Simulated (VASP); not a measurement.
Set up this calculation in VASP 6.6.1, as the native input.

* Task: single point
* Functional: PBEsol
* Potentials or basis: VASP PAW PBE potentials, release 64 (In_d, Sb)
* Cutoff: 520 eV
* k mesh: 14 × 14 × 14
* Occupations: gaussian, width 0.15 eV
* Spin: no spin polarisation
* Dipole correction: no
* Further INCAR settings: ALGO = Normal; EDIFF = 1e-06; NBANDS = 16

The structure of InSb lies in POSCAR:

```
InSb
1.0
    0.0000000000      2.9639765764      2.9639765764
    2.9639765764      0.0000000000      2.9639765764
    2.9639765764      2.9639765764      0.0000000000
In Sb
1 1
Direct
    0.0000000000      0.0000000000      0.0000000000
    0.5000000000      0.5000000000      0.5000000000
```

These files were run (other wordings do the same):

INCAR

```
PREC = Accurate ; ENCUT = 520
EDIFF = 1E-6 ; ISMEAR = 0
SIGMA = 0.15 ; LREAL = F
LASPH = T ; NELM = 60
ALGO = Normal ; ISIF = 2
LWAVE = F ; LCHARG = F
GGA = PS ; NBANDS = 16
```

KPOINTS

```
regular mesh
0
Gamma
  14 14 14
```

Potentials or basis: VASP PAW PBE potentials, release 64 (In_d, Sb).

The run is started by

```bash
$ cat potpaw_PBE.64/In_d/POTCAR potpaw_PBE.64/Sb/POTCAR > POTCAR
$ mpirun -np 1 vasp_std > vasp.out
```

It gave:

The pressure is 3.6 GPa. The band gap on the k mesh is zero (bands 9 and 10 overlap by 3.12 eV).

Caveat: the cell stands under pressure; the PAW data sets were made with another functional, which shifts forces and pressure a little; spin-orbit coupling is left out, which moves the levels of the heavy elements.

Wall time 23 s on 1 thread of Intel(R) Xeon(R) 6975P-C (Granite Rapids), with other jobs on the host, peak memory 0.23 GiB.
